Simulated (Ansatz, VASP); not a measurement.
MgSe: VASP beside Ansatz

POSCAR

```
MgSe
1.0
    0.0000000000      2.7362693764      2.7362693764
    2.7362693764      0.0000000000      2.7362693764
    2.7362693764      2.7362693764      0.0000000000
Mg Se
1 1
Direct
    0.0000000000      0.0000000000      0.0000000000
    0.5000000000      0.5000000000      0.5000000000
```

Contents of INCAR.step1:

```
SYSTEM = MgSe
PREC = Accurate ; ENCUT = 660
ISMEAR = 0 ; SIGMA = 0.01
LREAL = .False. ; LASPH = .True.
NELM = 120 ; NBANDS = 11
GGA = PE ; ALGO = Normal
EDIFF = 1E-5 ; LWAVE = .True.
LCHARG = .False. ; GGA_COMPAT = .False.
```

The input INCAR.step2:

```
SYSTEM = MgSe
PREC = Accurate ; ENCUT = 660
EDIFF = 1E-6 ; ISMEAR = 0
SIGMA = 0.01 ; LREAL = .False.
LASPH = .True. ; NELM = 120
ALGO = Normal ; ISIF = 2
LWAVE = .False. ; LCHARG = .False.
METAGGA = R2SCAN ; LMIXTAU = .True.
NBANDS = 11 ; ISTART = 1
GGA_COMPAT = .False.
```

Contents of KPOINTS:

```
Automatic mesh
0
Gamma
  6 6 6
  0 0 0
```

Input for Ansatz:

```yaml
crystal:
  lattice:
    - [0.0, 2.7362693764, 2.7362693764]
    - [2.7362693764, 0.0, 2.7362693764]
    - [2.7362693764, 2.7362693764, 0.0]
  atoms:
    - { symbol: Mg, position: [0.0, 0.0, 0.0] }
    - { symbol: Se, position: [0.5, 0.5, 0.5] }
kpoints:
  mp_grid: { grid: [6, 6, 6] }
hamiltonian:
  xc: r2scan
scf:
  occupations: { method: fixed }
  n_extra_bands: 4
output:
  forces: true
  stress: true
  eigenvalues: true
```

Alike in both runs: task single point; functional r2SCAN; k mesh 6 × 6 × 6; no spin polarisation.

```csv
,VASP,Ansatz
version,VASP 6.6.1,Ansatz 0.2.0
potentials or method,"VASP PAW PBE potentials, release 64 (Mg, Se)","plane waves, PAW"
plane-wave cutoff (eV),660,500
occupations,"gaussian, width 0.01 eV",fixed
valence electrons in the cell,8,26
```

|  | VASP | Ansatz | Ansatz less VASP |
| --- | --- | --- | --- |
| gap on the k mesh at the Fermi level (eV) | 2.44 | 2.48 | +0.037 |
| pressure (GPa) | -0.3 | 0.0 | +0.30 |

VASP's potentials were made for PBE, not for r2SCAN. VASP's potentials hold 8 valence electrons a cell and Ansatz's 26, so a difference there can come from the potentials and not from the codes.
